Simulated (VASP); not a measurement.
Wanted: the native input for a VASP 6.6.1 run.

- Task: single point
- Functional: PBEsol
- Potentials or basis: VASP PAW PBE potentials, release 64 (Zr_sv, Sc_sv)
- Cutoff: 520 eV
- k mesh: 10 × 10 × 6
- Occupations: fermi-dirac, width 0.15 eV
- Spin: no spin polarisation
- Dipole correction: no
- Further INCAR settings: ALGO = Normal; EDIFF = 1e-06; NBANDS = 18

The structure of ZrSc lies in POSCAR:

```
ZrSc
1.0
    3.3260503488      0.0000000000      0.0000000000
   -1.6630201086      2.8804425798      0.0000000000
    0.0000000000      0.0000000000      5.2228468583
Zr Sc
1 1
Direct
    0.6666666667      0.3333333333      0.0000000000
    0.0000000000      0.0000000000      0.5000000000
```

One way to write it, as run:

INCAR

```
SYSTEM = ZrSc
PREC = Accurate
ENCUT = 520
EDIFF = 1E-6
ISMEAR = -1
SIGMA = 0.15
LREAL = .False.
LASPH = .True.
NELM = 60
ALGO = Normal
ISIF = 2
LWAVE = .False.
LCHARG = .False.
GGA = PS
NBANDS = 18
```

KPOINTS

```
Automatic mesh
0
Gamma
  10 10 6
  0 0 0
```

Potentials or basis: VASP PAW PBE potentials, release 64 (Zr_sv, Sc_sv).

Run with:

```console
$ cat potpaw_PBE.64/Zr_sv/POTCAR potpaw_PBE.64/Sc_sv/POTCAR > POTCAR
$ mpirun -np 1 vasp_std > vasp.out
```

It gave:

```json
{
 "Pressure": "-5.9 GPa"
}
```

Caveat: the PAW data sets were made with another functional, which shifts forces and pressure a little.

It took 110 s on 1 thread of AMD EPYC 7R43 64-Core Processor (Zen 3), on a shared host, peak memory 0.17 GiB.
